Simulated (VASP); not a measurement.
Set up this calculation in VASP 6.6.1, as the native input.

```yaml
Task: single point
Functional: PBE
Potentials_or_basis: VASP PAW PBE potentials, release 64 (V_sv)
Cutoff: 520 eV
k_mesh: 19 × 19 × 19
Occupations: fermi-dirac, width 0.03 eV
Spin: collinear spin, ferromagnetic start
Starting_moments: "[1.5] μB"
Dipole_correction: no
Further_INCAR_settings: ALGO = Normal; EDIFF = 1e-06; NBANDS = 16
```

The structure of V lies in POSCAR:

```
V
1.0
   -1.4827400000      1.5130000000      1.5130000000
    1.5130000000     -1.4827400000      1.5130000000
    1.5130000000      1.5130000000     -1.4827400000
V
1
Direct
    0.0000000000      0.0000000000      0.0000000000
```

This cell differs from its parent crystal: equal xy, yz and zx shear strains of +2 %.

The input as run:

INCAR

```
PREC = Accurate
ENCUT = 520
EDIFF = 1E-6
ISMEAR = -1
SIGMA = 0.03
LREAL = F
LASPH = T
NELM = 150
ALGO = Normal
ISIF = 2
LWAVE = F
LCHARG = F
ISPIN = 2
MAGMOM = 1.5
LORBIT = 11
LMAXMIX = 4
GGA = PE
NBANDS = 16
```

KPOINTS

```
regular mesh
0
Gamma
  19 19 19
```

Potentials or basis: VASP PAW PBE potentials, release 64 (V_sv).

Run with:

```sh
$ cat potpaw_PBE.64/V_sv/POTCAR > POTCAR
$ mpirun -np 1 vasp_std > vasp.out
```

It gave:

| Item | Value |
| --- | --- |
| Pressure | -4.8 GPa |
| Net moment | 0.00 μB per cell |
| Valence electrons inside the program's atomic spheres | V 11.61 |

Caveat: the cell differs from its parent crystal (equal xy, yz and zx shear strains of +2 %).

Run time: 8 min on 1 thread of Oxide Virtual Turin-like Processor, on a shared host, peak memory 0.27 GiB.
